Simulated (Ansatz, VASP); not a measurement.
# One calculation of CaCu4Bi, two programs

Contents of INCAR:

```
SYSTEM = CaCu4Bi
PREC = Accurate
ENCUT = 600
EDIFF = 1E-7
ISMEAR = 0
SIGMA = 0.1
LREAL = .False.
LASPH = .True.
NELM = 80
ALGO = Normal
ISIF = 3
LWAVE = .False.
LCHARG = .False.
GGA = PE
IBRION = 2
NSW = 90
EDIFFG = -0.04
```

KPOINTS

```
Automatic mesh
0
Gamma
  4 4 4
  0 0 0
```

POSCAR

```
CaCu4Bi
1.0
    0.0000000000      3.6420349000      3.6420349000
    3.6420349000      0.0000000000      3.6420349000
    3.6420349000      3.6420349000      0.0000000000
Ca Cu Bi
1 4 1
Direct
    0.0000000000      0.0000000000      0.0000000000
    0.8715317200      0.3761560900      0.3761560900
    0.3761560900      0.3761560900      0.3761560900
    0.3761560900      0.8715317200      0.3761560900
    0.3761560900      0.3761560900      0.8715317200
    0.7500000000      0.7500000000      0.7500000000
```

Input for Ansatz:

```yaml
crystal:
  lattice:
    - [0.0, 3.6420349, 3.6420349]
    - [3.6420349, 0.0, 3.6420349]
    - [3.6420349, 3.6420349, 0.0]
  atoms:
    - { symbol: Ca, position: [0.0, 0.0, 0.0] }
    - { symbol: Cu, position: [0.87153172, 0.37615609, 0.37615609] }
    - { symbol: Cu, position: [0.37615609, 0.37615609, 0.37615609] }
    - { symbol: Cu, position: [0.37615609, 0.87153172, 0.37615609] }
    - { symbol: Cu, position: [0.37615609, 0.37615609, 0.87153172] }
    - { symbol: Bi, position: [0.75, 0.75, 0.75] }
basis:
  ecutwfc: 420
kpoints:
  mp_grid: { grid: [4, 4, 4] }
hamiltonian:
  xc: pbe
scf:
  occupations: { method: gaussian, width: 0.1 }
  lower_state_search: "off"
output:
  forces: true
  stress: true
  eigenvalues: true
relax:
  adjacent_minimum: "off"
  f_tol: 0.04
  max_steps: 70
  cell: { stress_tol: 0.4 }
```

Change from the starting cell: species swapped into the TbCu4Ag type (F-43m, No. 216).

Alike in both runs: task relaxation of cell and atoms; functional PBE; k mesh 4 × 4 × 4; occupations gaussian, width 0.1 eV; no spin polarisation.

```csv
,VASP,Ansatz
version,VASP 6.6.1,Ansatz 0.2.0
potentials or method,"VASP PAW PBE potentials, release 64 (Ca_sv, Cu, Bi_d), cutoff 600 eV","scalar-relativistic, plane waves, PAW"
valence electrons in the cell,69,101
```

VASP gave:

| Quantity | Value |
| --- | --- |
| gap on the k mesh at the Fermi level, each at its own relaxed structure (eV) | none |
| relaxed volume (Å³/atom) | 17.28 |
| relaxed length of the cell vector where the two differ most in proportion (Å) | 5.273 |

Task: What did Ansatz give for the same quantities?

Result: gap on the k mesh at the Fermi level, each at its own relaxed structure (eV): none; relaxed volume (Å³/atom): 17.24; relaxed length of the cell vector where the two differ most in proportion (Å): 5.269.

A gap of «none» marks a metal or a gap that the smearing closes. VASP's potentials hold 69 valence electrons a cell and Ansatz's 101, so a difference there can come from the potentials and not from the codes.

The k mesh is coarse, so the values compare programs but aren't converged. Neither program's run includes spin-orbit coupling.
